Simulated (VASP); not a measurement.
Crystal: Ru.

```
Ru
1.0
     4.24692    0.00000    0.00000
    -2.12346    3.67794    0.00000
     0.00000    0.00000    2.60336
Ru
3
Direct
  0.00000 0.00000 0.00000
  0.33333 0.66667 0.50000
  0.66667 0.33333 0.50000
```

* Program: VASP 6.6.1
* Task: relaxation of cell and atoms
* Functional: PBEsol
* Potentials or basis: VASP PAW PBE potentials, release 64 (Ru_pv)
* Cutoff: 600 eV
* k mesh: 9 × 9 × 12
* Occupations: fermi-dirac, width 0.1 eV
* Spin: no spin polarisation

At the start: pressure 1.9 GPa; volume 13.55 Å³/atom.

Question: How do energy, volume and symmetry change on relaxing?

Answer: Over 5 steps the energy falls by 7.5 meV/atom and the volume is 13.65 Å³/atom (+0.7 %); space group P6/mmm (No. 191, to 0.05 Å).

The path:
```tsv
step	energy change (eV)	largest force (eV/Å)	pressure (GPa)	volume (Å³)
1	0.0000	0.0000	1.92	40.66
2	0.0012	0.0000	-4.27	41.60
3	-0.0217	0.0000	-1.38	41.12
4	-0.0173	0.0000	3.33	40.56
5	-0.0226	0.0000	-0.06	40.96
```

Final structure:
```yaml
crystal:
  lattice:
    - [4.22440, 0.00000, 0.00000]
    - [-2.11220, 3.65843, 0.00000]
    - [0.00000, 0.00000, 2.65054]
  atoms:
    - { symbol: Ru, position: [0.00000, 0.00000, 0.00000] }
    - { symbol: Ru, position: [0.33333, 0.66667, 0.50000] }
    - { symbol: Ru, position: [0.66667, 0.33333, 0.50000] }
```

Caveat: the PAW data sets were made with another functional, which shifts forces and pressure a little.
